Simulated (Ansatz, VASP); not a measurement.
W in VASP and in Ansatz

```
W
1.0
     0.00000    2.05671    2.05671
     2.05671    0.00000    2.05671
     2.05671    2.05671    0.00000
W
1
Direct
  0.00000 0.00000 0.00000
```

Change from the starting cell: volume scaled by 1.04.

Alike in both runs: task single point; functional PBE; k mesh 14 × 14 × 14; occupations fermi-dirac, width 0.05 eV; no spin polarisation.

|  | VASP | Ansatz |
| --- | --- | --- |
| version | VASP 6.6.1 | Ansatz 0.2.0 |
| potentials or method | VASP PAW PBE potentials, release 64 (W_sv), cutoff 520 eV | all-electron LAPW, scalar-relativistic |

|  | VASP | Ansatz | Ansatz less VASP |
| --- | --- | --- | --- |
| pressure (GPa) | -13.9 | -14.1 | -0.19 |

Ansatz ran all-electron here, and VASP with PAW potentials.

Neither program's run includes spin-orbit coupling.
